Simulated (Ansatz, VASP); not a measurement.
## One calculation of Ge, two programs

```xyz
2
Lattice="0.0000 2.8148 2.8148 2.8148 0.0000 2.8148 2.8148 2.8148 0.0000" Properties=species:S:1:pos:R:3 pbc="T T T"
Ge   -0.7037   -0.7037   -0.7037
Ge    0.7037    0.7037    0.7037
```

Alike in both runs: task relaxation of cell and atoms; functional LDA; k mesh 10 × 10 × 10; occupations fermi-dirac, width 0.02 eV; no spin polarisation.

|  | VASP | Ansatz |
| --- | --- | --- |
| version | VASP 6.6.1 | Ansatz 0.2.0 |
| potentials or method | VASP PAW LDA potentials, release 64 (Ge_d) | PAW with Ansatz's default frozen-core files, scalar-relativistic |
| plane-wave cutoff (eV) | 600 | 420 |
| valence electrons in the cell | 28 | 28 |

```csv
,VASP,Ansatz,Ansatz less VASP
relaxed volume (Å³/atom),22.26,22.21,-0.046
relaxed cell length with the largest relative difference (Å),3.978,3.975,-0.0027
```

LDA's correlation is that of Perdew and Zunger in VASP and of Perdew and Wang (1992) in Ansatz.
